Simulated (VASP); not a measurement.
# Cu (Fm-3m) in VASP: a series of runs

The runs below take Cu through single point, with PBE.

Everything below comes from runs of VASP 6.6.1. Logs are shortened: lines on timing, memory, paths and dates and some standing lists are left out, and cuts for length are marked.

### 1 The cell of the first run

The structure is cubic, space group Fm-3m (No. 225). Conventional cell: a = 3.582 Å, b = 3.582 Å, c = 3.582 Å, α = 90.00°, β = 90.00°, γ = 90.00°. Cu (site symmetry m-3m) has 12 Cu at 2.53 Å within 3.3 Å.

### 2 Single point, PBE, collinear spin

Input file INCAR:

```
SYSTEM = Cu
  PREC = Accurate
  ENCUT = 600
  EDIFF = 1E-6
  ISMEAR = 0
  SIGMA = 0.1
  LREAL = .FALSE.
  LASPH = .TRUE.
  NELM = 200
  ALGO = Normal
  ISIF = 2
  LWAVE = .FALSE.
  LCHARG = .TRUE.
  ISPIN = 2
  MAGMOM = 1
  LORBIT = 11
  LMAXMIX = 4
  GGA = PE
  LELF = .TRUE.
  LVHAR = .TRUE.
  NBANDS = 16
  GGA_COMPAT = .FALSE.
```

Input file KPOINTS:

```
Automatic mesh
0
G
  8 8 8
  0 0 0
```

Input file POSCAR:

```
Cu
1.0
    0.0000000000      1.7909550000      1.7909550000
    1.7909550000      0.0000000000      1.7909550000
    1.7909550000      1.7909550000      0.0000000000
Cu
1
Direct
    0.0000000000      0.0000000000      0.0000000000
```

Potentials or basis: VASP PAW PBE potentials, release 64 (Cu).

Launch:

```console
> cat potpaw_PBE.64/Cu/POTCAR > POTCAR
> mpirun -np 1 vasp_std > vasp.out
```

OUTCAR:

```text
SYSTEM = Cu
   PREC = Accurate
   ENCUT = 600
   EDIFF = 1E-6
   ISMEAR = 0
   LREAL = .FALSE.
   LASPH = .TRUE.
   NELM = 200
   ISIF = 2
   ISPIN = 2
   LORBIT = 11
   GGA = PE

 ion  position               nearest neighbor table
   1  0.000  0.000  0.000-

  LATTYP: Found a face centered cubic cell.
 ALAT       =     3.5819100000

  Lattice vectors:

 A1 = (   0.0000000000,   1.7909550000,   1.7909550000)
 A2 = (   1.7909550000,   0.0000000000,   1.7909550000)
 A3 = (   1.7909550000,   1.7909550000,   0.0000000000)

Analysis of symmetry for initial positions (statically):
=====================================================================
 Subroutine PRICEL returns:
 Original cell was already a primitive cell.

 Routine SETGRP: Setting up the symmetry group for a
 face centered cubic supercell.

 Subroutine GETGRP returns: Found 48 space group operations
 (whereof 48 operations were pure point group operations)
 out of a pool of 48 trial point group operations.

The static configuration has the point symmetry O_h .

Analysis of symmetry for dynamics (positions and initial velocities):
=====================================================================
 Subroutine PRICEL returns:
 Original cell was already a primitive cell.

 Routine SETGRP: Setting up the symmetry group for a
 face centered cubic supercell.

 Subroutine GETGRP returns: Found 48 space group operations
 (whereof 48 operations were pure point group operations)
 out of a pool of 48 trial point group operations.

The dynamic configuration has the point symmetry O_h .

Analysis of structural, dynamic, and magnetic symmetry:
=====================================================================
 Subroutine PRICEL returns:
 Original cell was already a primitive cell.

 Routine SETGRP: Setting up the symmetry group for a
 face centered cubic supercell.

 Subroutine GETGRP returns: Found 48 space group operations
 (whereof 48 operations were pure point group operations)
 out of a pool of 48 trial point group operations.

The overall configuration has the point symmetry O_h .

 Subroutine INISYM returns: Found 48 space group operations
 (whereof 48 operations are pure point group operations),
 and found     1 'primitive' translations

----------------------------------------------------------------------------------------

                                     Primitive cell

  volume of cell :      11.4890

  direct lattice vectors                    reciprocal lattice vectors
[... 95 lines left out ...]
   PSTRESS=    0.0 pullay stress
   NELECT =      11.0000    total number of electrons
   NUPDOWN=      -1.0000    fix difference up-down
   EMIN   =  10.00;   EMAX   =-10.00  energy-range for DOS
   EFERMI =   0.00;   METHOD = LEGACY
   ISMEAR =     0;   SIGMA  =   0.10  broadening in eV -4-tet -1-fermi 0-gaus
   EFERMI_NEDOS =   21; number of points for ismear=-14 and -15
   IALGO  =     38    algorithm
   IMIX   =      4    mixing-type and parameters
     AMIX     =   0.40;   BMIX     =  1.00
     AMIX_MAG =   1.60;   BMIX_MAG =  1.00
  volume/ion in A,a.u.               =      11.49        77.53
  Fermi-wavevector in a.u.,A,eV,Ry     =   1.613533  3.049134 35.422593  2.603487
  Thomas-Fermi vector in A             =   2.708587
   LORBIT       =     11    0 simple, 1 ext, 2 COOP (PROOUT), +10 PAW based schemes
   GGA     = PE    functional components
   LHFCALC =     F    Hartree Fock is set to
   AEXX    =    0.0000 exact exchange contribution
   IVDW    =     0    specifies the selected vdW correction
   LEPSILON=     F    determine dielectric tensor
   LRPA    =     F    only Hartree local field effects (RPA)
 spin polarized calculation
 Gauss-broadening in eV      SIGMA  =   0.10
  energy-cutoff  :      600.00
  volume of cell :       11.49
 maximum number of plane-waves:       392
   NGX = 11   NGY = 11   NGZ = 11

 number of electron      11.0000011 magnetization      -0.0001396

 number of electron      11.0000011 magnetization       0.0000177

 Free energy of the ion-electron system (eV)
  ---------------------------------------------------
  ext. energy  EPLUGINS =         0.00000000
  ---------------------------------------------------
  free energy    TOTEN  =        -3.68542751 eV

  energy without entropy =       -3.68222551  energy(sigma->0) =       -3.68382651

 E-fermi :   7.8763     XC(G=0): -12.8855

 val. band max:        7.8027115650   @ k =   0.5000   0.2500   0.1250
 cond. band min:       8.0523566659   @ k =   0.5000   0.1250   0.0000
 fundamental gap:      0.2496451009
 Fermi energy:         7.8763252677

 spin component 1

 k-point     1 :       0.0000    0.0000    0.0000
  band No.  band energies     occupation
      1      -1.6300      1.00000
      2       4.8319      1.00000
      3       4.8319      1.00000
      4       4.8319      1.00000
      5       5.6908      1.00000
      6       5.6908      1.00000
[... 435 lines left out ...]
      5       6.2259      1.00000
      6      10.0664      0.00000
[... 8 lines left out ...]
     15      47.5118      0.00000
     16      54.5224      0.00000

 [... further k-points ...]

 spin component 2

 k-point     1 :       0.0000    0.0000    0.0000
  band No.  band energies     occupation
      1      -1.6300      1.00000
      2       4.8319      1.00000
      3       4.8319      1.00000
      4       4.8319      1.00000
      5       5.6907      1.00000
      6       5.6907      1.00000
[... 435 lines left out ...]
      5       6.2259      1.00000
      6      10.0664      0.00000
[... 8 lines left out ...]
     15      47.5118      0.00000
     16      54.5224      0.00000

 [... further k-points ...]
[... 5 lines left out ...]
  --------------------------------------------------------------------------------------
  -------------------------------------------------------------------------------------
  Total        0.5508062      0.5508062      0.5508062      0.0000000      0.0000000      0.0000000
  in kB       76.8113507     76.8113507     76.8113507      0.0000000      0.0000000      0.0000000
  external PRESSURE =      76.8113507 kB  Pullay stress =       0.0000000 kB

 VOLUME and BASIS-vectors are now :
 -----------------------------------------------------------------------------
  energy-cutoff  :      600.00
  volume of cell :       11.49
      direct lattice vectors                 reciprocal lattice vectors
     0.000000000  1.790955000  1.790955000    -0.279180661  0.279180661  0.279180661
     1.790955000  0.000000000  1.790955000     0.279180661 -0.279180661  0.279180661
     1.790955000  1.790955000  0.000000000     0.279180661  0.279180661 -0.279180661

 POSITION                                       TOTAL-FORCE (eV/Angst)
 -----------------------------------------------------------------------------------
      0.00000      0.00000      0.00000         0.000000      0.000000     -0.000000
 -----------------------------------------------------------------------------------
    total drift:                               -0.000000     -0.000000     -0.000000

  FREE ENERGIE OF THE ION-ELECTRON SYSTEM (eV)
  ---------------------------------------------------
  free  energy   TOTEN  =        -3.6854275085 eV

  energy  without entropy=       -3.6822255139  energy(sigma->0) =       -3.68382651

 total charge

# of ion       s       p       d       tot
------------------------------------------
    1        0.460   0.398   9.177  10.035

 magnetization (x)

# of ion       s       p       d       tot
------------------------------------------
    1        0.000   0.000  -0.000  -0.000
```

OSZICAR:

```text
N       E                     dE             d eps       ncg     rms          rms(c)
DAV:   1     0.477605149068E+02    0.47761E+02   -0.58208E+03  2216   0.138E+03
DAV:   2    -0.263768060492E+01   -0.50398E+02   -0.46668E+02  2016   0.208E+02
DAV:   3    -0.446695311139E+01   -0.18293E+01   -0.18219E+01  2344   0.363E+01
DAV:   4    -0.447607526121E+01   -0.91221E-02   -0.91211E-02  2104   0.233E+00
DAV:   5    -0.447614008446E+01   -0.64823E-04   -0.64822E-04  2384   0.204E-01    0.935E+00
DAV:   6    -0.406910525956E+01    0.40703E+00   -0.13004E+01  2368   0.551E+01    0.394E+00
DAV:   7    -0.369832435523E+01    0.37078E+00   -0.20793E+00  2328   0.220E+01    0.590E-01
DAV:   8    -0.368999880838E+01    0.83255E-02   -0.27276E-03  2200   0.589E-01    0.420E-01
DAV:   9    -0.368546184046E+01    0.45370E-02   -0.10003E-02  2488   0.113E+00    0.702E-02
DAV:  10    -0.368543063225E+01    0.31208E-04   -0.78678E-05  2280   0.126E-01    0.258E-02
DAV:  11    -0.368542932619E+01    0.13061E-05   -0.57596E-07  1728   0.712E-03    0.104E-02
DAV:  12    -0.368542757099E+01    0.17552E-05   -0.31777E-06  1904   0.281E-02    0.183E-03
DAV:  13    -0.368542750855E+01    0.62442E-07   -0.88169E-08  1072   0.449E-03
   1 F= -.36854275E+01 E0= -.36838265E+01  d E =-.320199E-02  mag=     0.0000
```

It took 14 s on 1 thread of AMD EPYC 7R43 (Zen 3), shared host; peak memory 0.1 GiB.

What came out:

```yaml
Free_energy: -3.6854 eV
Pressure: 7.7 GPa
Net_moment: 0.00 μB per cell
Valence_electrons_inside_the_program's_atomic_spheres: Cu 10.04
```

Caveat: the k points lie up to 0.38 Å⁻¹ apart.

### 3 Single point, PBE

This run uses another cell than the first one, of 11.96 Å³/atom.

Input file INCAR:

```
SYSTEM = Cu
PREC     = Accurate       ! precision mode
ENCUT    = 600            ! plane-wave cutoff, eV
EDIFF    = 1E-6           ! SCF threshold, eV
ISMEAR   = 0              ! smearing method
SIGMA    = 0.1            ! smearing width, eV
LREAL    = .False.        ! projectors in reciprocal space
LASPH    = .True.         ! aspherical terms in the spheres
NELM     = 120            ! most SCF steps
ALGO     = Normal         ! electronic algorithm
ISIF     = 2              ! what is computed and relaxed
LWAVE    = .False.        ! write WAVECAR
LCHARG   = .True.         ! write CHGCAR
GGA      = PE             ! functional
LELF     = .True.         ! ELF
LVHAR    = .True.       
NBANDS   = 12             ! bands
GGA_COMPAT= .False.
```

Input file KPOINTS:

```
Automatic mesh
0
Gamma
  20 20 20
  0 0 0
```

Input file POSCAR:

```
Cu
1.0
    0.0000000000      1.8149010699      1.8149010699
    1.8149010699      0.0000000000      1.8149010699
    1.8149010699      1.8149010699      0.0000000000
Cu
1
Direct
    0.0000000000      0.0000000000      0.0000000000
```

Potentials or basis: VASP PAW PBE potentials, release 64 (Cu).

Launch:

```console
> cat potpaw_PBE.64/Cu/POTCAR > POTCAR
> mpirun -np 1 vasp_std > vasp.out
```

Run time: 50 s. Hardware: 1 thread of AMD EPYC 7R43 (Zen 3), shared host; peak memory 0.14 GiB.

It converged, with:

```
Free energy            : -3.7294 eV
Pressure               : 0.6 GPa
Band gap on the k mesh : zero (an odd number of electrons rules out a gap without spin polarisation)
```

Levels at points of the mesh, in eV from the Fermi level:
| k point | band 4 | band 5 | band 6 | band 7 | band 8 | band 9 |
| --- | --- | --- | --- | --- | --- | --- |
| (0.00, 0.00, 0.00) | -2.96 | -2.16 | -2.16 | 22.52 | 25.07 | 25.07 |
| (0.50, 0.00, 0.00) | -1.60 | -1.60 | -0.94 | 3.72 | 21.02 | 21.91 |
| (0.50, 0.50, 0.00) | -1.46 | -1.46 | 1.53 | 7.06 | 13.01 | 13.01 |
